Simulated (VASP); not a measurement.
# Si2Mo in VASP: a series of runs

Si2Mo is run at these levels: PBEsol; tasks: single point.

Program: VASP 6.6.1. These are calculated values, not measurements. Logs are shortened: lines on timing, memory, paths and dates and some standing lists are left out, and cuts for length are marked.

## (1) The cell of the first run

The structure is tetragonal, space group I4/mmm (No. 139). Conventional cell: a = 3.190 Å, b = 3.190 Å, c = 7.822 Å, α = 90.00°, β = 90.00°, γ = 90.00°. Within 3.4 Å of Si (site symmetry 4mm) lie 9 Si at 2.58 to 3.19 Å and 5 Mo at 2.60 to 2.62 Å. Within 3.4 Å of Mo (site symmetry 4/mmm) lie 10 Si at 2.60 to 2.62 Å and 4 Mo at 3.19 Å.

## (2) Single point, PBEsol

The input, INCAR:

```
PREC = Accurate ; ENCUT = 520
EDIFF = 1E-7 ; ISMEAR = 0
SIGMA = 0.15 ; LREAL = F
LASPH = T ; NELM = 100
ALGO = Normal ; ISIF = 2
LWAVE = F ; LCHARG = F
GGA = PS ; NBANDS = 18
```

The input, KPOINTS:

```
regular mesh
0
Gamma
  18 18 18
```

The input, POSCAR:

```
Si2Mo
1.0
   -1.5951226549      1.5951226549      3.9109090651
    1.5951226549     -1.5951226549      3.9109090651
    1.5951226549      1.5951226549     -3.9109090651
Si Mo
2 1
Direct
    0.3350567058      0.3350567058      0.0000000000
    0.6649432942      0.6649432942      0.0000000000
    0.0000000000      0.0000000000      0.0000000000
```

Potentials or basis: VASP PAW PBE potentials, release 64 (Si, Mo_sv).

Command:

```bash
$ cat potpaw_PBE.64/Si/POTCAR potpaw_PBE.64/Mo_sv/POTCAR > POTCAR
$ mpirun -np 1 vasp_std > vasp.out
```

OUTCAR:

```text
PREC = Accurate
   ENCUT = 520
   EDIFF = 1E-7
   ISMEAR = 0
   LREAL = F
   LASPH = T
   NELM = 100
   ISIF = 2
   GGA = PS

 ion  position               nearest neighbor table
   1  0.335  0.335  0.000-   2 2.58   3 2.60   3 2.60   3 2.60   3 2.60   2 2.62   2 2.62   2 2.62
                             2 2.62   3 2.62
   2  0.665  0.665  0.000-   1 2.58   3 2.60   3 2.60   3 2.60   3 2.60   1 2.62   1 2.62   1 2.62
                             1 2.62   3 2.62
   3  0.000  0.000  0.000-   2 2.60   2 2.60   2 2.60   1 2.60   2 2.60   1 2.60   1 2.60   1 2.60
                             1 2.62   2 2.62

  LATTYP: Found a body centered tetragonal cell.
 ALAT       =     3.1902453098
 C/A-ratio  =     2.4517920632

  Lattice vectors:

 A1 = (  -1.5951226549,   1.5951226549,   3.9109090651)
 A2 = (   1.5951226549,  -1.5951226549,   3.9109090651)
 A3 = (   1.5951226549,   1.5951226549,  -3.9109090651)

Analysis of symmetry for initial positions (statically):
=====================================================================
 Subroutine PRICEL returns:
 Original cell was already a primitive cell.

 Routine SETGRP: Setting up the symmetry group for a
 body centered tetragonal supercell.

 Subroutine GETGRP returns: Found 16 space group operations
 (whereof 16 operations were pure point group operations)
 out of a pool of 16 trial point group operations.

The static configuration has the point symmetry D_4h.

Analysis of symmetry for dynamics (positions and initial velocities):
=====================================================================
 Subroutine PRICEL returns:
 Original cell was already a primitive cell.

 Routine SETGRP: Setting up the symmetry group for a
 body centered tetragonal supercell.

 Subroutine GETGRP returns: Found 16 space group operations
 (whereof 16 operations were pure point group operations)
 out of a pool of 16 trial point group operations.

The dynamic configuration has the point symmetry D_4h.

 Subroutine INISYM returns: Found 16 space group operations
 (whereof 16 operations are pure point group operations),
 and found     1 'primitive' translations

----------------------------------------------------------------------------------------

                                     Primitive cell

  volume of cell :      39.8039
[... 88 lines left out ...]
   LASPH  =      T    aspherical Exc in radial PAW
   ENCUT  =  520.0 eV  38.22 Ry    6.18 a.u.   8.39  8.39  8.39*2*pi/ulx,y,z
   NELM   =    100;   NELMIN=  2; NELMDL= -5     # of ELM steps
   EDIFF  = 0.1E-06   stopping-criterion for ELM
   LREAL  =      F    real-space projection
   EDIFFG = 0.1E-05   stopping-criterion for IOM
   NSW    =      0    number of steps for IOM
   IBRION =     -1    ionic relax: 0-MD 1-quasi-New 2-CG
   NFREE  =      0    steps in history (QN), initial steepest desc. (CG)
   ISIF   =      2    stress and relaxation
   ISYM   =      2    0-nonsym 1-usesym 2-fastsym
   POTIM  = 0.5000    time-step for ionic-motion
   TEBEG  =    0.0;   TEEND  =   0.0 temperature during run
   PSTRESS=    0.0 pullay stress
   NELECT =      22.0000    total number of electrons
   NUPDOWN=      -1.0000    fix difference up-down
   EMIN   =  10.00;   EMAX   =-10.00  energy-range for DOS
   EFERMI =   0.00;   METHOD = LEGACY
   ISMEAR =     0;   SIGMA  =   0.15  broadening in eV -4-tet -1-fermi 0-gaus
   EFERMI_NEDOS =   21; number of points for ismear=-14 and -15
   IALGO  =     38    algorithm
   IMIX   =      4    mixing-type and parameters
     AMIX     =   0.40;   BMIX     =  1.00
     AMIX_MAG =   1.60;   BMIX_MAG =  1.00
  volume/ion in A,a.u.               =      13.27        89.54
  Fermi-wavevector in a.u.,A,eV,Ry     =   1.343509  2.538863 24.558723  1.805015
  Thomas-Fermi vector in A             =   2.471577
   LORBIT       =      0    0 simple, 1 ext, 2 COOP (PROOUT), +10 PAW based schemes
   GGA     = PS    functional components
   LHFCALC =     F    Hartree Fock is set to
   AEXX    =    0.0000 exact exchange contribution
   IVDW    =     0    specifies the selected vdW correction
   LEPSILON=     F    determine dielectric tensor
   LRPA    =     F    only Hartree local field effects (RPA)
 non-spin polarized calculation
 Gauss-broadening in eV      SIGMA  =   0.15
  energy-cutoff  :      520.00
  volume of cell :       39.80
 maximum number of plane-waves:      1104
 NGX is ok and might be reduce to    36
   NGX = 17   NGY = 17   NGZ = 17

 number of electron      22.0000000 magnetization

 Free energy of the ion-electron system (eV)
  ---------------------------------------------------
  ext. energy  EPLUGINS =         0.00000000
  ---------------------------------------------------
  free energy    TOTEN  =       -25.08074187 eV

  energy without entropy =      -25.07805475  energy(sigma->0) =      -25.07939831

 E-fermi :  12.3326     XC(G=0): -12.5618

 val. band max:       12.2743766549   @ k =  -0.4444  -0.4444   0.4444
 cond. band min:      12.3365719943   @ k =  -0.3333  -0.3333   0.2778
 fundamental gap:      0.0621953393
 Fermi energy:        12.3326228855

 k-point     1 :       0.0000    0.0000    0.0000
  band No.  band energies     occupation
      1     -48.2711      2.00000
      2     -22.4617      2.00000
      3     -22.3775      2.00000
      4     -22.3775      2.00000
      5      -1.1635      2.00000
      6       5.8667      2.00000
[... 481 lines left out ...]
      5      -0.2873      2.00000
      6       5.9525      2.00000
[... 10 lines left out ...]
     17      18.6539      0.00000
     18      20.8187      0.00000

 [... further k-points ...]

------------------------ aborting loop because EDIFF is reached ----------------------------------------

  FORCE on cell =-STRESS in cart. coord.  units (eV):
  Direction    XX          YY          ZZ          XY          YZ          ZX
  --------------------------------------------------------------------------------------
  -------------------------------------------------------------------------------------
  Total        0.0875825      0.0875825      0.0782657      0.0000000      0.0000000      0.0000000
  in kB        3.5253490      3.5253490      3.1503322      0.0000000      0.0000000      0.0000000
  external PRESSURE =       3.4003434 kB  Pullay stress =       0.0000000 kB

 VOLUME and BASIS-vectors are now :
 -----------------------------------------------------------------------------
  energy-cutoff  :      520.00
  volume of cell :       39.80
      direct lattice vectors                 reciprocal lattice vectors
    -1.595122655  1.595122655  3.910909065     0.000000000  0.313455519  0.127847514
     1.595122655 -1.595122655  3.910909065     0.313455519  0.000000000  0.127847514
     1.595122655  1.595122655 -3.910909065     0.313455519  0.313455519  0.000000000

 POSITION                                       TOTAL-FORCE (eV/Angst)
 -----------------------------------------------------------------------------------
      0.00000      0.00000      2.62075         0.000000      0.000000     -0.002876
      0.00000      0.00000      5.20107        -0.000000     -0.000000      0.002876
      0.00000      0.00000      0.00000         0.000000      0.000000      0.000000
 -----------------------------------------------------------------------------------
    total drift:                               -0.000000      0.000000     -0.000000

  FREE ENERGIE OF THE ION-ELECTRON SYSTEM (eV)
  ---------------------------------------------------
  free  energy   TOTEN  =       -25.0807418651 eV

  energy  without entropy=      -25.0780547479  energy(sigma->0) =      -25.07939831
```

OSZICAR:

```text
N       E                     dE             d eps       ncg     rms          rms(c)
DAV:   1     0.119685845685E+03    0.11969E+03   -0.11271E+04 17288   0.116E+03
DAV:   2    -0.229058735048E+02   -0.14259E+03   -0.13964E+03 20740   0.299E+02
DAV:   3    -0.260302787599E+02   -0.31244E+01   -0.30908E+01 21384   0.392E+01
DAV:   4    -0.260483224767E+02   -0.18044E-01   -0.18001E-01 20316   0.320E+00
DAV:   5    -0.260484416226E+02   -0.11915E-03   -0.11914E-03 20288   0.277E-01    0.231E+01
DAV:   6    -0.252532466915E+02    0.79519E+00   -0.56388E+00 18270   0.156E+01    0.506E+00
DAV:   7    -0.251228269029E+02    0.13042E+00   -0.83751E-01 18052   0.552E+00    0.475E+00
DAV:   8    -0.250819037546E+02    0.40923E-01   -0.10695E-01 18712   0.238E+00    0.445E-01
DAV:   9    -0.250808681299E+02    0.10356E-02   -0.20252E-03 20580   0.356E-01    0.242E-01
DAV:  10    -0.250807576587E+02    0.11047E-03   -0.50250E-04 19142   0.190E-01    0.593E-02
DAV:  11    -0.250807448229E+02    0.12836E-04   -0.15706E-04 18954   0.928E-02    0.394E-02
DAV:  12    -0.250807425994E+02    0.22235E-05   -0.23383E-05 18462   0.345E-02    0.984E-03
DAV:  13    -0.250807419992E+02    0.60019E-06   -0.15567E-06 18624   0.104E-02    0.235E-03
DAV:  14    -0.250807418858E+02    0.11345E-06   -0.31398E-08  9980   0.125E-03    0.520E-04
DAV:  15    -0.250807418651E+02    0.20656E-07   -0.48184E-09  9398   0.516E-04
   1 F= -.25080742E+02 E0= -.25079398E+02  d E =-.268712E-02
```

Run time: 13 min. Hardware: 1 thread of Intel Xeon 8259CL, shared host; peak memory 0.46 GiB.

Results:

```yaml
Free_energy: -25.0807 eV
Pressure: 0.3 GPa
Band_gap_on_the_k_mesh: zero (bands 11 and 12 overlap by 0.95 eV)
```

Forces in eV/Å, atoms in the order of the input:
```
Si   0.000  0.000 -0.003
Si   0.000  0.000  0.003
Mo   0.000  0.000  0.000
```

Caveat: the PAW data sets were made with another functional, which shifts forces and pressure a little.

## (3) Single point, PBEsol (atoms displaced along several vibrational modes)

INCAR: that of step 2 with these lines changed.

```diff
@@ -1,3 +1,3 @@
 PREC = Accurate ; ENCUT = 520
-EDIFF = 1E-7 ; ISMEAR = 0
+EDIFF = 1E-6 ; ISMEAR = 0
 SIGMA = 0.15 ; LREAL = F
```

The input, KPOINTS:

```
Automatic mesh
0
Gamma
  18 18 18
```

The input, POSCAR:

```
Si2Mo
1.0
   -1.5951226549      1.5951226549      3.9109090651
    1.5951226549     -1.5951226549      3.9109090651
    1.5951226549      1.5951226549     -3.9109090651
Si Mo
2 1
Direct
    0.3350567058      0.3109206308     -0.0241360750
    0.6649432942      0.6408072192     -0.0241360750
    0.0000000000      0.0141294771      0.0141294771
```

Potentials or basis: VASP PAW PBE potentials, release 64 (Si, Mo_sv).

Command:

```bash
$ cat potpaw_PBE.64/Si/POTCAR potpaw_PBE.64/Mo_sv/POTCAR > POTCAR
$ mpirun -np 1 vasp_std > vasp.out
```

It took 23 min on 1 thread of Intel Xeon 8259CL, shared host; peak memory 0.68 GiB.

It converged, with:

```
Free energy            : -25.0050 eV
Pressure               : 1.4 GPa
Largest force          : 1.243 eV/Å
Band gap on the k mesh : zero (bands 11 and 12 overlap by 0.75 eV)
```

Forces in eV/Å, atoms in the order of the input:
```
Si   0.621  0.000 -0.092
Si   0.621  0.000  0.092
Mo  -1.243  0.000  0.000
```

Stress tensor (GPa, compression positive):
```
1.17 0.00 0.00
0.00 2.00 0.00
0.00 0.00 1.12
```

Levels at points of the mesh, in eV from the Fermi level:
| k point | band 8 | band 9 | band 10 | band 11 | band 12 | band 13 | band 14 | band 15 |
| --- | --- | --- | --- | --- | --- | --- | --- | --- |
| (0.00, 0.00, 0.00) | -3.17 | -2.66 | -2.57 | 0.35 | 2.94 | 3.21 | 3.61 | 3.66 |
| (0.50, 0.00, 0.00) | -4.53 | -2.64 | -2.52 | -0.52 | 2.27 | 3.17 | 4.15 | 4.28 |
| (0.00, 0.50, 0.00) | -4.44 | -2.61 | -2.59 | -0.57 | 2.31 | 3.17 | 4.10 | 4.28 |
| (0.50, 0.50, 0.00) | -5.17 | -4.47 | -3.11 | -1.19 | 2.35 | 2.77 | 3.08 | 3.51 |
| (0.50, 0.50, 0.50) | -2.26 | -0.63 | -0.58 | -0.51 | -0.33 | 0.59 | 4.82 | 5.21 |

Caveat: the cell differs from its parent crystal (atoms displaced along several vibrational modes); the PAW data sets were made with another functional, which shifts forces and pressure a little.

## (4) Single point, PBEsol (atoms displaced along several vibrational modes)

The input, INCAR:

```
SYSTEM = Si2Mo
PREC = Accurate
ENCUT = 520
EDIFF = 1E-6
ISMEAR = 0
SIGMA = 0.15
LREAL = .FALSE.
LASPH = .TRUE.
NELM = 100
ALGO = Normal
ISIF = 2
LWAVE = .FALSE.
LCHARG = .TRUE.
GGA = PS
LELF = .TRUE.
LVHAR = .TRUE.
NBANDS = 18
```

The input, KPOINTS:

```
regular mesh
0
G
  18 18 18
  0 0 0
```

The input, POSCAR:

```
Si2Mo
1.0
   -1.5951226549      1.5951226549      3.9109090651
    1.5951226549     -1.5951226549      3.9109090651
    1.5951226549      1.5951226549     -3.9109090651
Si Mo
2 1
Direct
    0.3350567058      0.3051217037     -0.0299350021
    0.6649432942      0.6707422213      0.0057989271
    0.0000000000      0.0070647386      0.0070647386
```

Command:

```bash
$ cat potpaw_PBE.64/Si/POTCAR potpaw_PBE.64/Mo_sv/POTCAR > POTCAR
$ mpirun -np 1 vasp_std > vasp.out
```

Wall time 9.8 min (1 thread of Intel Xeon 6975P-C (Granite Rapids), shared host); peak memory 1.1 GiB.

The run converged. Its results:

* Free energy: -25.0244 eV
* Pressure: 1.1 GPa
* Largest force: 0.967 eV/Å
* Band gap on the k mesh: zero (bands 11 and 12 overlap by 0.85 eV)

Forces in eV/Å, atoms in the order of the input:
```
Si   0.966  0.000 -0.053
Si  -0.347  0.000 -0.061
Mo  -0.619  0.000  0.114
```

Stress tensor (GPa, compression positive):
```
 0.80  0.00 -0.74
 0.00  1.49  0.00
-0.74  0.00  0.90
```

Levels at points of the mesh, in eV from the Fermi level:
| k point | band 8 | band 9 | band 10 | band 11 | band 12 | band 13 | band 14 | band 15 |
| --- | --- | --- | --- | --- | --- | --- | --- | --- |
| (0.00, 0.00, 0.00) | -3.16 | -2.68 | -2.61 | 0.38 | 2.94 | 3.16 | 3.59 | 3.73 |
| (0.50, 0.00, 0.00) | -4.53 | -2.70 | -2.52 | -0.51 | 2.27 | 3.15 | 4.14 | 4.24 |
| (0.00, 0.50, 0.00) | -4.43 | -2.70 | -2.59 | -0.52 | 2.30 | 3.55 | 4.04 | 4.32 |
| (0.50, 0.00, 0.50) | -4.56 | -2.66 | -2.53 | -0.55 | 2.29 | 2.73 | 4.11 | 4.26 |
| (0.50, 0.50, 0.00) | -5.06 | -4.48 | -3.10 | -1.22 | 2.33 | 2.76 | 3.14 | 3.41 |
| (0.50, 0.50, 0.50) | -2.27 | -0.64 | -0.58 | -0.49 | -0.40 | 0.55 | 4.76 | 5.21 |

Caveat: the cell differs from its parent crystal (atoms displaced along several vibrational modes); the PAW data sets were made with another functional, which shifts forces and pressure a little.

## (5) Summary

| cell | gap on the mesh (eV) | pressure (GPa) | largest force (eV/Å) |
| --- | --- | --- | --- |
| as given, atomic positions A | none | 0.3 | - |
| as given, atomic positions B | none | 1.4 | 1.24 |
| as given, atomic positions C | none | 1.1 | 0.97 |

Alike in all rows: task single point; level PBEsol; potentials or basis VASP PAW PBE potentials, release 64 (Si, Mo_sv); no spin polarisation; k mesh 18 × 18 × 18; cutoff (eV) 520; smearing gaussian 0.15 eV.

Caveats: the PAW data sets were made with another functional, which shifts forces and pressure a little.

Absolute energies hang on the potentials; compare differences alone.

The gap in the log of VASP goes by the Fermi energy; the results here count the filled bands.